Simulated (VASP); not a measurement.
Runs of VASP 6.6.1 on ClO. The structure is that of space group Pm-3m (No. 221), or close to it. The cells are those of the table. 

```csv
task,level,cell,cutoff (eV),gap on the mesh (eV),pressure (GPa),relaxed volume (Å³/atom)
single point,BLYP+D3(BJ),"a = 2.991 Å, 2 atoms",520,none,-0.3,-
relaxation of cell and atoms,PBEsol+D3(BJ),"relaxed from a = 3.185 Å, 2 atoms",600,none,0.3,11.50
single point,PBEsol,"a = 2.867 Å, 2 atoms",520,none,-0.2,-
single point,PBEsol+D3(BJ),"a = 2.849 Å, 2 atoms",520,none,-0.2,-
relaxation of cell and atoms,BLYP+D3(BJ),"relaxed from a = 3.185 Å, 2 atoms",600,none,0.2,13.31
relaxation of cell and atoms,PBEsol,"relaxed from a = 3.185 Å, 2 atoms",600,none,0.3,(a)
```

Alike in all rows: potentials or basis VASP PAW PBE potentials, release 64 (Cl, O); no spin polarisation; k mesh 9 × 9 × 9; smearing gaussian 0.1 eV.

Question: Estimate the missing entries.

Answer: (a) 11.75.

Caveats: the PAW data sets were made with another functional, which shifts forces and pressure a little; an odd number of electrons without spin polarisation forces a metal; a magnetic or distorted state may lie lower; pairwise dispersion overbinds metals, which lowers pressure and volume (some runs); the volume moved by over 15 % at a fixed basis, so the end points are rough (some runs).

A gap of «none» marks levels without a gap at the run's occupations.
